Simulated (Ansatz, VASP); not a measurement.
This is a calculation of Sr3Ag for VASP 6.6.1.

The input INCAR:

```
SYSTEM = Sr3Ag
  ALGO = Fast
  EDIFF = 1E-6
  ENCUT = 520
  GGA = PE
  ISIF = 2
  ISMEAR = -1
  LASPH = .True.
  LCHARG = .False.
  LREAL = .False.
  LWAVE = .False.
  NBANDS = 28
  NELM = 60
  PREC = Accurate
  SIGMA = 0.05
```

Contents of KPOINTS:

```
k-points
0
Gamma
  5 5 5
  0 0 0
```

The input POSCAR:

```
Sr3Ag
1.0
    5.4908750000      0.0000000000      0.0000000000
    0.0000000000      5.4908750000      0.0000000000
    0.0000000000      0.0000000000      5.4908750000
Ag Sr
1 3
Direct
    0.0000000000      0.0000000000      0.0000000000
    0.5000000000      0.5000000000      0.0000000000
    0.5000000000      0.0000000000      0.5000000000
    0.0000000000      0.5000000000      0.5000000000
```

Potentials or basis: VASP PAW PBE potentials, release 64 (Ag, Sr_sv).

The run is started by

```bash
$ cat potpaw_PBE.64/Ag/POTCAR potpaw_PBE.64/Sr_sv/POTCAR > POTCAR
$ mpirun -np 1 vasp_std > vasp.out
```

Translate it to Ansatz 0.2.0. Potentials there: Ansatz PAW.

As run (the cutoff follows the program's own potentials):

input.yaml

```yaml
crystal:
  lattice:
    - [5.490875, 0.0, 0.0]
    - [0.0, 5.490875, 0.0]
    - [0.0, 0.0, 5.490875]
  atoms:
    - { symbol: Ag, position: [0.0, 0.0, 0.0] }
    - { symbol: Sr, position: [0.5, 0.5, 0.0] }
    - { symbol: Sr, position: [0.5, 0.0, 0.5] }
    - { symbol: Sr, position: [0.0, 0.5, 0.5] }
hamiltonian:
  xc: pbe
  pseudopotentials: { kind: paw }
kpoints:
  mp_grid: { grid: [5, 5, 5] }
scf:
  occupations: { method: fermi_dirac, width: 0.05 }
output:
  forces: true
  stress: true
  eigenvalues: true
```

Potentials or basis: Ansatz PAW.

The run is started by

```sh
$ ansatz run input.yaml --threads 2 --pin off --max-ram 5120MiB --backend cpu --events-out ev --progress --plain --runs-dir out
```

Both were run:

|  | VASP | Ansatz | Ansatz less VASP |
| --- | --- | --- | --- |
| gap on the k mesh at the Fermi level (eV) | none | none | - |
| pressure (GPa) | 0.0 | 0.0 | -0.03 |

A gap of «none» marks a metal or a gap that the smearing closes. VASP's potentials hold 41 valence electrons a cell and Ansatz's 49, so a difference there can come from the potentials and not from the codes.
